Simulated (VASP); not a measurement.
Set up this calculation in VASP 6.6.1, as the native input.

```yaml
Task: single point
Functional: PBE
Potentials_or_basis: VASP PAW PBE potentials, release 64 (Ca_sv, O)
Cutoff: 520 eV
k_mesh: 12 × 12 × 12
Occupations: gaussian, width 0.05 eV
Spin: no spin polarisation
Dipole_correction: no
Further_INCAR_settings: ALGO = Normal; EDIFF = 1e-06; NBANDS = 15
```

The structure of CaO lies in POSCAR:

```
CaO
1.0
   -0.0241542257      2.4154225699      2.4154225699
    2.4154225699     -0.0241542257      2.4154225699
    2.3912683442      2.3912683442      0.0000000000
Ca O
1 1
Direct
    0.5000000000      0.5000000000      0.5000000000
    0.0000000000      0.0000000000      0.0000000000
```

These files were run (other wordings do the same):

INCAR

```
ALGO     = Normal         # electronic algorithm
EDIFF    = 1E-6           # SCF threshold, eV
ENCUT    = 520            # plane-wave cutoff, eV
GGA      = PE             # functional
ISIF     = 2              # what is computed and relaxed
ISMEAR   = 0              # smearing method
LASPH    = True           # aspherical terms in the spheres
LCHARG   = True           # write CHGCAR
LELF     = True           # ELF
LREAL    = False          # projectors in reciprocal space
LVHAR    = True         
LWAVE    = False          # write WAVECAR
NBANDS   = 15             # bands
NELM     = 80             # most SCF steps
PREC     = Accurate       # precision mode
SIGMA    = 0.05           # smearing width, eV
```

KPOINTS

```
k-points
0
Gamma
  12 12 12
```

Potentials or basis: VASP PAW PBE potentials, release 64 (Ca_sv, O).

Run with:

```console
$ cat potpaw_PBE.64/Ca_sv/POTCAR potpaw_PBE.64/O/POTCAR > POTCAR
$ mpirun -np 1 vasp_std > vasp.out
```

Results of the run:

- Pressure: 0.5 GPa
- Band gap on the k mesh: 3.60 eV, indirect (least direct gap 3.97 eV)

Run time: 67 s on 1 thread of Intel(R) Xeon(R) Platinum 8488C (Sapphire Rapids), on a shared host, peak memory 0.24 GiB.
